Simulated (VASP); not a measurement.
# AlN: single point with LDA

Crystal: AlN.

```
Al N
1.0
    -3.11100    0.00000    0.00000
    -1.55550   -2.69421    0.00000
    -0.62220    0.00000    9.95600
Al N
4 4
Direct
  0.15258 0.33333 0.90375
  0.25258 0.33333 0.40375
  0.63592 0.66667 0.15375
  0.53592 0.66667 0.65375
  0.31408 0.33333 0.09625
  0.21408 0.33333 0.59625
  0.59742 0.66667 0.34625
  0.49742 0.66667 0.84625
```

```yaml
Program: VASP 6.6.1
Task: single point
Functional: LDA
Potentials_or_basis: VASP PAW LDA potentials, release 64 (Al, N)
Cutoff: 520 eV
k_mesh: 8 × 8 × 3
Occupations: gaussian, width 0.05 eV
Spin: no spin polarisation
Dipole_correction: no
Further_INCAR_settings: ALGO = Normal; EDIFF = 1e-06; NBANDS = 26
```

```yaml
Pressure: -4.3 GPa
Largest_force: 1.222 eV/Å
Band_gap_on_the_k_mesh: 3.78 eV
```

Forces in eV/Å, atoms in the order of the input:
```
Al  -1.066  0.189  0.302
Al   0.015  0.000  0.142
Al   0.210 -0.170  0.606
Al  -0.046 -0.024  0.125
N    1.090  0.206 -0.513
N   -0.001 -0.009 -0.161
N    0.035  0.019 -0.147
N   -0.238 -0.211 -0.354
```

Stress tensor (GPa, compression positive):
```
-6.15  0.83  5.90
 0.83 -3.18  0.55
 5.90  0.55 -3.63
```

Levels at points of the mesh, in eV from the valence-band top:
```tsv
k point	band 14	band 15	band 16	band 17	band 18	band 19
(0.00, 0.00, 0.00)	-0.60	-0.50	0.00	3.78	5.85	6.14
(0.50, 0.00, 0.00)	-1.76	-1.28	-0.87	4.37	5.08	5.25
(0.50, 0.50, 0.00)	-1.64	-1.12	-0.99	4.42	4.82	5.34
(0.00, 0.50, 0.00)	-1.64	-1.40	-0.94	4.57	4.90	5.33
```

Run time: 3.4 min on 1 thread of AMD EPYC 7R13, on a shared host, peak memory 0.24 GiB.

Caveat: the cell stands under tension; an odd mesh through Γ misses points on the zone boundary, where band edges can lie; forces of over 1 eV/Å act on the atoms, so gaps and moduli don't describe the material at rest.
